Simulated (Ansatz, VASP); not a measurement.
**Os: VASP beside Ansatz**

```
CELL_PARAMETERS angstrom
0.00000 1.91669 1.91669
1.91669 0.00000 1.91669
1.91669 1.91669 0.00000
ATOMIC_POSITIONS crystal
Os 0.00000 0.00000 0.00000
```

Alike in both runs: functional r2SCAN; k mesh 14 × 14 × 14; occupations fermi-dirac, width 0.1 eV; no spin polarisation.

Ansatz relaxed the structure, and its values are those at the end. VASP's run is a single point on that final structure, the one shown.

|  | VASP | Ansatz |
| --- | --- | --- |
| version | VASP 6.6.1 | Ansatz 0.2.0 |
| potentials or method | VASP PAW PBE potentials, release 64 (Os), cutoff 520 eV | plane waves (500 eV) with PAW, scalar-relativistic |
| valence electrons in the cell | 8 | 16 |

```csv
,VASP,Ansatz,Ansatz less VASP
pressure (GPa),1.0,0.0,-1.01
```

VASP's potentials were made for PBE, not for r2SCAN. VASP's potentials hold 8 valence electrons a cell and Ansatz's 16, so a difference there can come from the potentials and not from the codes.

Spin-orbit coupling is off throughout.
